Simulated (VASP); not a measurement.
# ScAl3N4 (Cm) in VASP: single point with PBE

Aim: the single point of ScAl3N4 with PBE.

Everything below comes from runs of VASP 6.6.1. Logs are shortened: lines on timing, memory, paths and dates and some standing lists are left out, and cuts for length are marked.

## (1) The cell of the first run

Symmetry: Cm, No. 8, monoclinic system. The conventional cell has a = 11.242 Å, b = 6.470 Å, c = 10.158 Å, α = 90.00°, β = 90.09°, γ = 90.00°. Al (site symmetry m) has 4 N at 1.93 to 1.96 Å within 2.6 Å. Al (site symmetry 1) has 4 N at 1.89 to 1.96 Å within 2.5 Å. Within 2.5 Å of Al (site symmetry 1) lie 4 N at 1.90 to 1.98 Å. Within 2.5 Å of Al (site symmetry 1) lie 4 N at 1.88 to 1.94 Å. Al (site symmetry 1) has 4 N at 1.89 to 1.95 Å within 2.5 Å. Within 2.5 Å of Al (site symmetry m) lie 4 N at 1.90 to 1.97 Å. Within 2.5 Å of Al (site symmetry m) lie 4 N at 1.90 to 1.98 Å. Within 2.5 Å of Al (site symmetry m) lie 4 N at 1.92 to 1.95 Å.

## (2) Single point, PBE

Contents of INCAR:

```
  PREC = Accurate
  ENCUT = 520
  EDIFF = 1E-6
  ISMEAR = 0
  SIGMA = 0.01
  LREAL = Auto
  LASPH = True
  NELM = 80
  ALGO = Normal
  ISIF = 2
  LWAVE = False
  LCHARG = False
  GGA = PE
  NBANDS = 102
```

Contents of KPOINTS:

```
Automatic mesh
0
Gamma
  4 4 3
```

Contents of POSCAR:

```
ScAl3N4
1.0
    6.4856201461     -0.0088032824     -0.0045561160
   -3.2504339393      5.6123101646      0.0045561160
   -0.0070686285      0.0040810745     10.1583297416
Al Sc N
12 4 16
Direct
    0.3371823979      0.1628176021      0.7508036450
    0.1669546886      0.8308198483     -0.0031931558
    0.3281618526      0.6668860940      0.2456873784
    0.1644966953      0.8310984028      0.5021917604
    0.3373812621      0.6744225765      0.7548522848
    0.6691801517      0.3330453114     -0.0031931558
    0.8331139060      0.1718381474      0.2456873784
    0.6689015972      0.3355033047      0.5021917604
    0.8255774235      0.1626187379      0.7548522848
    0.6660727703      0.8339272297      0.0005255137
    0.8381444435      0.6618555565      0.2458323240
    0.8333016073      0.6666983927      0.7522759929
    0.1661335575      0.3338664425     -0.0110227665
    0.3373584061      0.1626415939      0.2473048655
    0.1624364416      0.3375635584      0.5018547283
    0.6658594658      0.8341405342      0.4922897257
    0.1602073099      0.3397926901      0.1976834469
    0.3406359341      0.1593640659      0.4535568370
    0.1660271286      0.3339728714      0.7138448543
    0.3449886905      0.1550113095      0.9404478921
    0.1568898302      0.8140719819      0.1833514388
    0.3212648555      0.6784815406      0.4330231533
    0.1645409164      0.8301314522      0.6930922541
    0.3456688944      0.6894735759      0.9406611494
    0.6859280181      0.3431101698      0.1833514388
    0.8215184594      0.1787351445      0.4330231533
    0.6698685478      0.3354590836      0.6930922541
    0.8105264241      0.1543311056      0.9406611494
    0.6680592865      0.8319407135      0.1940217309
    0.8435982812      0.6564017188      0.4363586610
    0.6672271952      0.8327728048      0.6995828444
    0.8327935611      0.6672064389      0.9413071778
```

Potentials or basis: VASP PAW PBE potentials, release 64 (Al, Sc_sv, N).

Launch:

```console
> cat potpaw_PBE.64/Al/POTCAR potpaw_PBE.64/Sc_sv/POTCAR potpaw_PBE.64/N/POTCAR > POTCAR
> mpirun -np 1 vasp_std > vasp.out
```

OUTCAR:

```text
PREC = Accurate
   ENCUT = 520
   EDIFF = 1E-6
   ISMEAR = 0
   LREAL = Auto
   LASPH = True
   NELM = 80
   ISIF = 2
   GGA = PE

 ion  position               nearest neighbor table
   1  0.337  0.163  0.751-  20 1.93  23 1.96  27 1.96  19 1.96  13 3.09   6 3.12   2 3.12   4 3.14
                             8 3.14   9 3.17   5 3.17  15 3.20  12 3.24  12 3.24   9 3.32   5 3.32
   2  0.167  0.831  0.997-  24 1.89  21 1.90  20 1.91  32 1.96   5 3.07  12 3.11   1 3.12   3 3.12
                            11 3.13  14 3.15   6 3.22  13 3.22  10 3.23   6 3.25  10 3.26  13 3.27
   3  0.328  0.667  0.246-  17 1.90  21 1.90  22 1.91  29 1.98   2 3.12  10 3.13  16 3.14  11 3.16
                            14 3.19  15 3.19   4 3.19   7 3.20  13 3.21   7 3.27  14 3.30  11 3.32
   4  0.164  0.831  0.502-  22 1.88  18 1.91  30 1.92  23 1.94   1 3.14  12 3.15   5 3.16  11 3.18
                            14 3.19   3 3.19  15 3.19   8 3.21  16 3.24  16 3.25   8 3.26  15 3.29
   5  0.337  0.674  0.755-  24 1.89  31 1.93  23 1.95  19 1.95  13 3.05   2 3.07  10 3.10   9 3.16
                             4 3.16   1 3.17  15 3.19  12 3.24  16 3.24  12 3.24   9 3.31   1 3.32
   6  0.669  0.333  0.997-  28 1.89  25 1.90  20 1.91  32 1.96   9 3.07  12 3.11   1 3.12   7 3.12
                            11 3.13  14 3.15   2 3.22  13 3.22  10 3.23   2 3.25  10 3.26  13 3.27
   7  0.833  0.172  0.246-  17 1.90  25 1.90  26 1.91  29 1.98   6 3.12  10 3.13  16 3.14  11 3.16
                            14 3.19  15 3.19   8 3.19   3 3.20  13 3.21   3 3.27  14 3.30  11 3.32
   8  0.669  0.336  0.502-  26 1.88  18 1.91  30 1.92  27 1.94   1 3.14  12 3.15   9 3.16  11 3.18
                            14 3.19   7 3.19  15 3.19   4 3.21  16 3.24  16 3.25   4 3.26  15 3.29
   9  0.826  0.163  0.755-  28 1.89  31 1.93  27 1.95  19 1.95  13 3.05   6 3.07  10 3.10   5 3.16
[... 17 lines left out ...]
  19  0.166  0.334  0.714-   5 1.95   9 1.95   1 1.96  15 2.15
  20  0.345  0.155  0.940-   6 1.91   2 1.91   1 1.93  13 2.07
  21  0.157  0.814  0.183-   2 1.90  11 1.90   3 1.90  14 2.06
  22  0.321  0.678  0.433-   4 1.88   3 1.91  16 2.03  15 2.04
[... 8 lines left out ...]
  31  0.667  0.833  0.700-   9 1.93   5 1.93  12 1.94  16 2.11
  32  0.833  0.667  0.941-  12 1.92   2 1.96   6 1.96  10 1.97

  LATTYP: Found a base centered monoclinic cell.
 ALAT       =    11.2422305870
 B/A-ratio  =     0.5755416920
 C/A-ratio  =     0.9035869654
 COS(beta)  =    -0.0016140284

  Lattice vectors:

 A1 = (   3.2504339393,  -5.6123101646,  -0.0045561160)
 A2 = (   6.4856201461,  -0.0088032824,  -0.0045561160)
 A3 = (  -0.0070686285,   0.0040810745,  10.1583297416)

Analysis of symmetry for initial positions (statically):
=====================================================================
 Subroutine PRICEL returns:
 Original cell was already a primitive cell.

 Routine SETGRP: Setting up the symmetry group for a
 base centered monoclinic supercell.

 Subroutine GETGRP returns: Found  2 space group operations
 (whereof  1 operations were pure point group operations)
 out of a pool of  4 trial point group operations.

The static configuration has the point symmetry C_1 .
 The point group associated with its full space group is C_1h.

Analysis of symmetry for dynamics (positions and initial velocities):
=====================================================================
 Subroutine PRICEL returns:
 Original cell was already a primitive cell.

 Routine SETGRP: Setting up the symmetry group for a
 base centered monoclinic supercell.

 Subroutine GETGRP returns: Found  2 space group operations
 (whereof  1 operations were pure point group operations)
 out of a pool of  4 trial point group operations.

The dynamic configuration has the point symmetry C_1 .
 The point group associated with its full space group is C_1h.

 Subroutine INISYM returns: Found  2 space group operations
 (whereof  1 operations are pure point group operations),
 and found     1 'primitive' translations

----------------------------------------------------------------------------------------

                                     Primitive cell

  volume of cell :     369.4653

  direct lattice vectors                    reciprocal lattice vectors
     6.485620146 -0.008803282 -0.004556116     0.154308616  0.089369551  0.000071471
    -3.250433939  5.612310165  0.004556116     0.000241993  0.178319957 -0.000071471
    -0.007068629  0.004081075 10.158329742     0.000069100 -0.000039895  0.098441444

  length of vectors
     6.485627721  6.485627721 10.158333021     0.178320136  0.178320136  0.098441477

  position of ions in fractional coordinates (direct lattice)
[... 77 lines left out ...]

  Cartesian coordinates                     Fractional coordinates (reciprocal lattice)
     0.038577154  0.022342388  0.000017868     0.250000000  0.000000000  0.000000000
     0.000060498  0.044579989 -0.000017868     0.000000000  0.250000000 -0.000000000
     0.000023033 -0.000013298  0.032813815    -0.000000000  0.000000000  0.333333333

  Length of vectors
     0.044580034  0.044580034  0.032813826

  Shift w.r.t. Gamma in fractional coordinates (k-lattice)
     0.000000000  0.000000000  0.000000000

 Subroutine IBZKPT returns following result:
 ===========================================

 Found     17 irreducible k-points:

 Following reciprocal coordinates:
            Coordinates               Weight
  0.000000  0.000000  0.000000      1.000000
  0.250000 -0.000000  0.000000      4.000000
  0.500000 -0.000000  0.000000      2.000000
  0.250000  0.250000 -0.000000      2.000000
  0.500000  0.250000  0.000000      4.000000
 -0.250000  0.250000 -0.000000      2.000000
[... 9 lines left out ...]
  0.500000  0.500000  0.333333      2.000000
  0.250000 -0.250000  0.333333      2.000000
   k-points           NKPTS =     17   k-points in BZ     NKDIM =     17   number of bands    NBANDS=    102
   number of dos      NEDOS =    301   number of ions     NIONS =     32
   total plane-waves  NPLWV = 184320
   dimension x,y,z NGX =    48 NGY =   48 NGZ =   80
   dimension x,y,z NGXF=    96 NGYF=   96 NGZF=  160
   ions per type =              12   4  16
   NGX,Y,Z   is equivalent  to a cutoff of  12.30, 12.30, 13.09 a.u.
   NGXF,Y,Z  is equivalent  to a cutoff of  24.61, 24.61, 26.18 a.u.
 SYSTEM =  unknown system
   PREC   = accura    normal or accurate (medium, high low for compatibility)
   ISTART =      0    job   : 0-new  1-cont  2-samecut
   ICHARG =      2    charge: 1-file 2-atom 10-const
   ISPIN  =      1    spin polarized calculation?
   LNONCOLLINEAR =      F non collinear calculations
   LSORBIT =      F    spin-orbit coupling
   LASPH  =      T    aspherical Exc in radial PAW
   ENCUT  =  520.0 eV  38.22 Ry    6.18 a.u.  12.06 12.06 18.89*2*pi/ulx,y,z
   NELM   =     80;   NELMIN=  2; NELMDL= -5     # of ELM steps
   EDIFF  = 0.1E-05   stopping-criterion for ELM
   LREAL  =      T    real-space projection
   EDIFFG = 0.1E-04   stopping-criterion for IOM
   NSW    =      0    number of steps for IOM
   IBRION =     -1    ionic relax: 0-MD 1-quasi-New 2-CG
   NFREE  =      0    steps in history (QN), initial steepest desc. (CG)
   ISIF   =      2    stress and relaxation
   ISYM   =      2    0-nonsym 1-usesym 2-fastsym
   POTIM  = 0.5000    time-step for ionic-motion
   TEBEG  =    0.0;   TEEND  =   0.0 temperature during run
   PSTRESS=    0.0 pullay stress
   NELECT =     160.0000    total number of electrons
   NUPDOWN=      -1.0000    fix difference up-down
   EMIN   =  10.00;   EMAX   =-10.00  energy-range for DOS
   EFERMI =   0.00;   METHOD = LEGACY
   ISMEAR =     0;   SIGMA  =   0.01  broadening in eV -4-tet -1-fermi 0-gaus
   EFERMI_NEDOS =   21; number of points for ismear=-14 and -15
   IALGO  =     38    algorithm
   IMIX   =      4    mixing-type and parameters
     AMIX     =   0.40;   BMIX     =  1.00
     AMIX_MAG =   1.60;   BMIX_MAG =  1.00
  volume/ion in A,a.u.               =      11.55        77.91
  Fermi-wavevector in a.u.,A,eV,Ry     =   1.238579  2.340574 20.872387  1.534077
  Thomas-Fermi vector in A             =   2.373098
   LORBIT       =      0    0 simple, 1 ext, 2 COOP (PROOUT), +10 PAW based schemes
   GGA     = PE    functional components
   LHFCALC =     F    Hartree Fock is set to
   AEXX    =    0.0000 exact exchange contribution
   IVDW    =     0    specifies the selected vdW correction
   LEPSILON=     F    determine dielectric tensor
   LRPA    =     F    only Hartree local field effects (RPA)
 non-spin polarized calculation
 Gauss-broadening in eV      SIGMA  =   0.01
  energy-cutoff  :      520.00
  volume of cell :      369.47
 maximum number of plane-waves:      9968
   NGX = 25   NGY = 25   NGZ = 37

 number of electron     160.0000010 magnetization

 Free energy of the ion-electron system (eV)
  ---------------------------------------------------
  ext. energy  EPLUGINS =         0.00000000
  ---------------------------------------------------
  free energy    TOTEN  =      -248.23191699 eV

  energy without entropy =     -248.23191699  energy(sigma->0) =     -248.23191699

 E-fermi :   5.0989     XC(G=0): -10.7372

 val. band max:        4.9394338155   @ k =  -0.0000   0.0000   0.3333
 cond. band min:       8.5389507915   @ k =   0.0000   0.0000   0.0000
 fundamental gap:      3.5995169760
 Fermi energy:         5.0989441973

 k-point     1 :       0.0000    0.0000    0.0000
  band No.  band energies     occupation
      1     -41.9720      2.00000
      2     -41.8842      2.00000
      3     -41.8655      2.00000
      4     -41.8107      2.00000
      5     -20.9162      2.00000
      6     -20.8062      2.00000
[... 1604 lines left out ...]
     91       9.9791      0.00000
     92      10.2069      0.00000
 [bands above 92 left out]

------------------------ aborting loop because EDIFF is reached ----------------------------------------

  FORCE on cell =-STRESS in cart. coord.  units (eV):
  Direction    XX          YY          ZZ          XY          YZ          ZX
  --------------------------------------------------------------------------------------
  -------------------------------------------------------------------------------------
  Total        0.1310962      0.0939073      0.2856295     -0.0322065     -0.0078498      0.0135978
  in kB        0.5684955      0.4072269      1.2386253     -0.1396627     -0.0340404      0.0589664
  external PRESSURE =       0.7381159 kB  Pullay stress =       0.0000000 kB

 VOLUME and BASIS-vectors are now :
 -----------------------------------------------------------------------------
  energy-cutoff  :      520.00
  volume of cell :      369.47
      direct lattice vectors                 reciprocal lattice vectors
     6.485620146 -0.008803282 -0.004556116     0.154308616  0.089369551  0.000071471
    -3.250433939  5.612310165  0.004556116     0.000241993  0.178319957 -0.000071471
    -0.007068629  0.004081075 10.158329742     0.000069100 -0.000039895  0.098441444

 POSITION                                       TOTAL-FORCE (eV/Angst)
 -----------------------------------------------------------------------------------
      1.65230      0.91388      7.62612        -0.000324      0.000187      0.004100
     -1.62477      4.66542     10.12892         0.001798      0.002083     -0.000329
     -0.04107      3.74089      2.49732        -0.004002      0.000900     -0.000333
     -1.63812      4.66498      5.10447         0.000346      0.003000      0.001267
     -0.00938      3.78518      7.66957         0.000946     -0.002079      0.001622
      3.25046      1.86733     10.12436        -0.000905     -0.002599     -0.000329
[... 24 lines left out ...]
      1.61556      4.67076      7.10735        -0.001161      0.000670      0.051863
      3.22582      3.74108      9.56135         0.000830     -0.000479      0.000855
 -----------------------------------------------------------------------------------
    total drift:                                0.003709     -0.002144      0.002542

  FREE ENERGIE OF THE ION-ELECTRON SYSTEM (eV)
  ---------------------------------------------------
  free  energy   TOTEN  =      -248.2319169918 eV

  energy  without entropy=     -248.2319169918  energy(sigma->0) =     -248.23191699
```

It took 32 min on 1 thread of Intel Xeon 8259CL, shared host; peak memory 0.66 GiB.

What came out:

```
Free energy            : -248.2319 eV
Pressure               : 0.1 GPa
Largest force          : 0.087 eV/Å
Band gap on the k mesh : 3.60 eV (least direct gap 3.61 eV)
```

Forces on the atoms (eV/Å):
```
Al   0.000  0.000  0.004
Al   0.002  0.002  0.000
Al  -0.004  0.001  0.000
Al   0.000  0.003  0.001
Al   0.001 -0.002  0.002
Al  -0.001 -0.003  0.000
Al  -0.003  0.003  0.000
Al  -0.002 -0.002  0.001
Al   0.002  0.000  0.002
Al  -0.001  0.000  0.001
Al   0.001 -0.001 -0.001
Al   0.000  0.000  0.001
Sc   0.007 -0.004  0.002
Sc   0.002 -0.001  0.003
Sc   0.008 -0.004  0.019
Sc   0.017 -0.010  0.013
N   -0.056  0.033  0.034
N    0.056 -0.032  0.041
N   -0.001  0.001  0.039
N    0.054 -0.031 -0.018
N   -0.002 -0.061 -0.020
N   -0.064  0.036 -0.047
N    0.000 -0.002 -0.005
N   -0.002  0.063 -0.016
N    0.052  0.033 -0.020
N   -0.063  0.038 -0.047
N    0.002  0.001 -0.005
N   -0.056 -0.030 -0.016
N    0.000  0.000 -0.003
N    0.052 -0.030 -0.017
N   -0.001  0.001  0.052
N    0.001  0.000  0.001
```
